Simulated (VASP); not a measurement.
# Ir (Im-3m) in VASP: density of states with PBE

Aim: the density of states of Ir with PBE.

Program: VASP 6.6.1. These are calculated values, not measurements. Logs are shortened: lines on timing, memory, paths and dates and some standing lists are left out, and cuts for length are marked.

## 1. The cell of the first run

The structure is cubic, space group Im-3m (No. 229). Conventional cell: a = 3.115 Å, b = 3.115 Å, c = 3.115 Å, α = 90.00°, β = 90.00°, γ = 90.00°. Within 3.6 Å of Ir (site symmetry m-3m) lie 14 Ir at 2.70 to 3.11 Å.

## 2. Density of states, PBE, non-collinear spin, zero start, spin-orbit coupling

The input, POSCAR:

```
Ir
1.0
   -1.5574618189      1.5574618189      1.5574618189
    1.5574618189     -1.5574618189      1.5574618189
    1.5574618189      1.5574618189     -1.5574618189
Ir
1
Direct
    0.0000000000      0.0000000000      0.0000000000
```

The input, INCAR.step1:

```
SYSTEM = Ir
PREC = Accurate
ENCUT = 520
EDIFF = 1E-6
ISMEAR = 0
SIGMA = 0.05
LREAL = .False.
LASPH = .True.
NELM = 150
ALGO = Normal
ISIF = 2
LWAVE = .False.
LCHARG = .True.
MAGMOM = 0 0 0
LSORBIT = .True.
GGA_COMPAT = .False.
LORBMOM = .True.
LMAXMIX = 4
GGA = PE
NBANDS = 20
```

The input, KPOINTS.step1:

```
Automatic mesh
0
Gamma
  18 18 18
  0 0 0
```

The input, INCAR.step2:

```
SYSTEM = Ir
PREC = Accurate
ENCUT = 520
EDIFF = 1E-6
ISMEAR = -5
SIGMA = 0.05
LREAL = .False.
LASPH = .True.
NELM = 150
ALGO = Normal
ISIF = 2
LWAVE = .False.
LCHARG = .False.
MAGMOM = 0 0 0
LORBIT = 11
LSORBIT = .True.
GGA_COMPAT = .False.
LORBMOM = .True.
LMAXMIX = 4
GGA = PE
NBANDS = 20
NEDOS = 1001
ICHARG = 11
```

The input, KPOINTS.step2:

```
Automatic mesh
0
Gamma
  27 27 27
  0 0 0
```

Potentials or basis: VASP PAW PBE potentials, release 64 (Ir).

Run with:

```console
$ cat potpaw_PBE.64/Ir/POTCAR > POTCAR
$ cp INCAR.step1 INCAR
$ cp KPOINTS.step1 KPOINTS
$ mpirun -np 1 vasp_ncl > vasp.out
$ cp INCAR.step2 INCAR
$ cp KPOINTS.step2 KPOINTS
$ mpirun -np 1 vasp_ncl > vasp.out
```

OUTCAR:

```text
SYSTEM = Ir
   PREC = Accurate
   ENCUT = 520
   EDIFF = 1E-6
   ISMEAR = -5
   LREAL = .False.
   LASPH = .True.
   NELM = 150
   ISIF = 2
   LORBIT = 11
   LSORBIT = .True.
   GGA = PE
   ICHARG = 11

 ion  position               nearest neighbor table
   1  0.000  0.000  0.000-

  LATTYP: Found a body centered cubic cell.
 ALAT       =     3.1149236378

  Lattice vectors:

 A1 = (  -1.5574618189,   1.5574618189,   1.5574618189)
 A2 = (   1.5574618189,  -1.5574618189,   1.5574618189)
 A3 = (   1.5574618189,   1.5574618189,  -1.5574618189)

Analysis of symmetry for initial positions (statically):
=====================================================================
 Subroutine PRICEL returns:
 Original cell was already a primitive cell.

 Routine SETGRP: Setting up the symmetry group for a
 body centered cubic supercell.

 Subroutine GETGRP returns: Found 48 space group operations
 (whereof 48 operations were pure point group operations)
 out of a pool of 48 trial point group operations.

The static configuration has the point symmetry O_h .

Analysis of symmetry for dynamics (positions and initial velocities):
=====================================================================
 Subroutine PRICEL returns:
 Original cell was already a primitive cell.

 Routine SETGRP: Setting up the symmetry group for a
 body centered cubic supercell.

 Subroutine GETGRP returns: Found 48 space group operations
 (whereof 48 operations were pure point group operations)
 out of a pool of 48 trial point group operations.

The dynamic configuration has the point symmetry O_h .

Analysis of structural, dynamic, and magnetic symmetry:
=====================================================================
 Subroutine PRICEL returns:
 Original cell was already a primitive cell.

 Routine SETGRP: Setting up the symmetry group for a
 body centered cubic supercell.

 Subroutine GETGRP returns: Found 48 space group operations
 (whereof 48 operations were pure point group operations)
 out of a pool of 48 trial point group operations.

The overall configuration has the point symmetry O_h .

 Subroutine INISYM returns: Found 48 space group operations
 (whereof 48 operations are pure point group operations),
 and found     1 'primitive' translations

----------------------------------------------------------------------------------------

                                     Primitive cell

  volume of cell :      15.1117

  direct lattice vectors                    reciprocal lattice vectors
    -1.557461819  1.557461819  1.557461819     0.000000000  0.321035157  0.321035157
     1.557461819 -1.557461819  1.557461819     0.321035157  0.000000000  0.321035157
     1.557461819  1.557461819 -1.557461819     0.321035157  0.321035157  0.000000000

  length of vectors
     2.697603001  2.697603001  2.697603001     0.454012273  0.454012273  0.454012273

  position of ions in fractional coordinates (direct lattice)
     0.000000000  0.000000000  0.000000000

  ion indices of the primitive-cell ions
   primitive index   ion index
                 1           1

----------------------------------------------------------------------------------------

 KPOINTS: Automatic mesh

Automatic generation of k-mesh.
 Grid dimensions read from file:
 generate k-points for:   27   27   27

 Generating k-lattice:

  Cartesian coordinates                     Fractional coordinates (reciprocal lattice)
     0.000000000  0.011890191  0.011890191     0.037037037  0.000000000  0.000000000
     0.011890191  0.000000000  0.011890191     0.000000000  0.037037037  0.000000000
     0.011890191  0.011890191  0.000000000     0.000000000  0.000000000  0.037037037

  Length of vectors
     0.016815269  0.016815269  0.016815269

  Shift w.r.t. Gamma in fractional coordinates (k-lattice)
     0.000000000  0.000000000  0.000000000

 TETIRR: Found  23679 inequivalent tetrahedra from   118098

[... 37 lines left out ...]
   ions per type =               1
   NGX,Y,Z   is equivalent  to a cutoff of  12.33, 12.33, 12.33 a.u.
   NGXF,Y,Z  is equivalent  to a cutoff of  24.65, 24.65, 24.65 a.u.
 SYSTEM =  Ir
   PREC   = accura    normal or accurate (medium, high low for compatibility)
   ISTART =      0    job   : 0-new  1-cont  2-samecut
   ICHARG =     11    charge: 1-file 2-atom 10-const
   ISPIN  =      1    spin polarized calculation?
   LNONCOLLINEAR =      T non collinear calculations
   LSORBIT =      T    spin-orbit coupling
   LASPH  =      T    aspherical Exc in radial PAW
   ENCUT  =  520.0 eV  38.22 Ry    6.18 a.u.   5.02  5.02  5.02*2*pi/ulx,y,z
   NELM   =    150;   NELMIN=  2; NELMDL=  0     # of ELM steps
   EDIFF  = 0.1E-05   stopping-criterion for ELM
   LREAL  =      F    real-space projection
   EDIFFG = 0.1E-04   stopping-criterion for IOM
   NSW    =      0    number of steps for IOM
   IBRION =     -1    ionic relax: 0-MD 1-quasi-New 2-CG
   NFREE  =      0    steps in history (QN), initial steepest desc. (CG)
   ISIF   =      2    stress and relaxation
   ISYM   =      2    0-nonsym 1-usesym 2-fastsym
   POTIM  = 0.5000    time-step for ionic-motion
   TEBEG  =    0.0;   TEEND  =   0.0 temperature during run
   PSTRESS=    0.0 pullay stress
   NELECT =       9.0000    total number of electrons
   NUPDOWN=      -1.0000    fix difference up-down
   EMIN   =  10.00;   EMAX   =-10.00  energy-range for DOS
   EFERMI =   0.00;   METHOD = LEGACY
   ISMEAR =    -5;   SIGMA  =   0.05  broadening in eV -4-tet -1-fermi 0-gaus
   EFERMI_NEDOS =   21; number of points for ismear=-14 and -15
   IALGO  =     38    algorithm
   IMIX   =      4    mixing-type and parameters
     AMIX     =   0.40;   BMIX     =  1.00
     AMIX_MAG =   1.60;   BMIX_MAG =  1.00
  volume/ion in A,a.u.               =      15.11       101.98
  Fermi-wavevector in a.u.,A,eV,Ry     =   1.377373  2.602858 25.812383  1.897157
  Thomas-Fermi vector in A             =   2.502532
   LORBIT       =     11    0 simple, 1 ext, 2 COOP (PROOUT), +10 PAW based schemes
   GGA     = PE    functional components
   LHFCALC =     F    Hartree Fock is set to
   AEXX    =    0.0000 exact exchange contribution
   IVDW    =     0    specifies the selected vdW correction
   LEPSILON=     F    determine dielectric tensor
   LRPA    =     F    only Hartree local field effects (RPA)
 Fermi weights with tetrahedron method with Bloechl corrections
  energy-cutoff  :      520.00
  volume of cell :       15.11
 maximum number of plane-waves:       840

 number of electron       9.0000002 magnetization       0.0000000     -0.0000000     -0.0000000

 Free energy of the ion-electron system (eV)
  ---------------------------------------------------
  ext. energy  EPLUGINS =         0.00000000
  ---------------------------------------------------
  free energy    TOTEN  =        -8.65115358 eV

  energy without entropy =       -8.65115358  energy(sigma->0) =       -8.65115358

 E-fermi :   9.2070     XC(G=0): -13.5793

 val. band max:        9.2113570047   @ k =  -0.4815   0.4815   0.4074
 cond. band min:       9.1182495573   @ k =   0.4815   0.0000   0.0000
 fundamental gap:     -0.0931074474
 Fermi energy:         9.2070004786

 k-point     1 :       0.0000    0.0000    0.0000
  band No.  band energies     occupation
      1      -1.1098      1.00000
      2      -1.1098      1.00000
      3       5.3575      1.00000
      4       5.3575      1.00000
      5       5.3575      1.00000
      6       5.3575      1.00000
[... 541 lines left out ...]
     19      33.3152      0.00000
     20      33.3157      0.00000

 [... further k-points ...]
[... 5 lines left out ...]
  --------------------------------------------------------------------------------------
  -------------------------------------------------------------------------------------
  Total        0.0533800      0.0533800      0.0533800      0.0000000      0.0000000     -0.0000000
  in kB        5.6594805      5.6594805      5.6594805      0.0000000      0.0000000     -0.0000000
  external PRESSURE =       5.6594805 kB  Pullay stress =       0.0000000 kB

 VOLUME and BASIS-vectors are now :
 -----------------------------------------------------------------------------
  energy-cutoff  :      520.00
  volume of cell :       15.11
      direct lattice vectors                 reciprocal lattice vectors
    -1.557461819  1.557461819  1.557461819     0.000000000  0.321035157  0.321035157
     1.557461819 -1.557461819  1.557461819     0.321035157  0.000000000  0.321035157
     1.557461819  1.557461819 -1.557461819     0.321035157  0.321035157  0.000000000

 POSITION                                       TOTAL-FORCE (eV/Angst)
 -----------------------------------------------------------------------------------
      0.00000      0.00000      0.00000        -0.000000     -0.000000     -0.000000
 -----------------------------------------------------------------------------------
    total drift:                                0.000000      0.000000      0.000000

  FREE ENERGIE OF THE ION-ELECTRON SYSTEM (eV)
  ---------------------------------------------------
  free  energy   TOTEN  =        -8.6511535822 eV

  energy  without entropy=       -8.6511535822  energy(sigma->0) =       -8.65115358

 orbital moment (x)

 # of ion     p       d       tot
 ----------------------------------------
  1         0.000   0.000   0.000
 ----------------------------------------
            0.000   0.000   0.000

 orbital moment (y)

 # of ion     p       d       tot
 ----------------------------------------
  1         0.000   0.000   0.000
 ----------------------------------------
            0.000   0.000   0.000

 orbital moment (z)

 # of ion     p       d       tot
 ----------------------------------------
  1        -0.000   0.000   0.000
 ----------------------------------------
           -0.000   0.000   0.000

 Spin-Orbit-Coupling matrix elements

 Ion:    1  E_soc:     -0.8679142
 l=   1
     0.0000000    -0.0350371    -0.0350371
    -0.0350371     0.0000000    -0.0350371
    -0.0350371    -0.0350371     0.0000000
 l=   2
     0.0000000    -0.0118444     0.0000000    -0.0118444    -0.0977708
    -0.0118444     0.0000000    -0.0733281    -0.0118444    -0.0244427
     0.0000000    -0.0733281     0.0000000    -0.0733281     0.0000000
    -0.0118444    -0.0118444    -0.0733281     0.0000000    -0.0244427
    -0.0977708    -0.0244427     0.0000000    -0.0244427     0.0000000
 l=   3
     0.0000000     0.0000000     0.0000000     0.0000000     0.0000000     0.0000000     0.0000000
     0.0000000     0.0000000     0.0000000     0.0000000     0.0000000     0.0000000     0.0000000
     0.0000000     0.0000000     0.0000000     0.0000000     0.0000000     0.0000000     0.0000000
     0.0000000     0.0000000     0.0000000     0.0000000     0.0000000     0.0000000     0.0000000
     0.0000000     0.0000000     0.0000000     0.0000000     0.0000000     0.0000000     0.0000000
     0.0000000     0.0000000     0.0000000     0.0000000     0.0000000     0.0000000     0.0000000
     0.0000000     0.0000000     0.0000000     0.0000000     0.0000000     0.0000000     0.0000000

 total charge

# of ion       s       p       d       tot
------------------------------------------
    1        0.633   0.629   6.952   8.214

 magnetization (x)

# of ion       s       p       d       tot
------------------------------------------
    1       -0.000  -0.000   0.000  -0.000

 magnetization (y)

# of ion       s       p       d       tot
------------------------------------------
    1        0.000   0.000   0.000   0.000

 magnetization (z)

# of ion       s       p       d       tot
------------------------------------------
    1        0.000   0.000   0.000   0.000
```

Wall time 2.2 min (1 thread of Intel Xeon 6975P-C (Granite Rapids), shared host); peak memory 0.4 GiB.

Results:

```yaml
Net_moment: 0.00 μB per cell
Valence_electrons_inside_the_program's_atomic_spheres: Ir 8.21
```

Moments on the atoms (μB; x, y, z):
```
Ir  0.00 0.00 0.00
```
